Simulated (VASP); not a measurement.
Crystal: EuO.

```
CELL_PARAMETERS angstrom
3.63729 0.00000 0.00000
1.81864 3.14998 0.00000
1.81864 1.04999 2.96983
ATOMIC_POSITIONS crystal
Eu 0.00000 0.00000 0.00000
O 0.50000 0.50000 0.50000
```

| Item | Value |
| --- | --- |
| Program | VASP 6.6.1 |
| Task | relaxation of cell and atoms |
| Functional | PBE |
| Dispersion | D4 |
| Potentials or basis | VASP PAW PBE potentials, release 64 (Eu, O) |
| Cutoff | 600 eV |
| k mesh | 8 × 8 × 8 |
| Occupations | fermi-dirac, width 0.1 eV |
| Spin | collinear spin, ferromagnetic start |
| Starting moments | [9.1, 0.0] μB |

At the start: pressure -6.8 GPa; volume 17.01 Å³/atom.

Q: Where does the relaxation end?

A: Over 3 steps the energy falls by 30.0 meV/atom and the volume is 15.71 Å³/atom (-7.6 %); space group Fm-3m (No. 225, to 0.1 Å) before and after; moment 6.90 μB per cell.

Step by step:
```
step  energy change (eV)  largest force (eV/Å)  pressure (GPa)  volume (Å³)
   1              0.0000                0.0000           -6.85        34.03
   2             -0.0518                0.0000            3.11        30.57
   3             -0.0599                0.0000            0.01        31.43
```

Final structure:
```
Eu O
1.0
     3.54230    0.00000    0.00000
     1.77115    3.06772    0.00000
     1.77115    1.02257    2.89227
Eu O
1 1
Cartesian
  0.0000 0.0000 0.0000
  3.5423 2.0451 1.4461
```

Caveat: a cell with one magnetic atom can't hold antiferromagnetic order, which such compounds often take; semilocal functionals describe open f shells poorly, which spoils levels, moments and volumes.
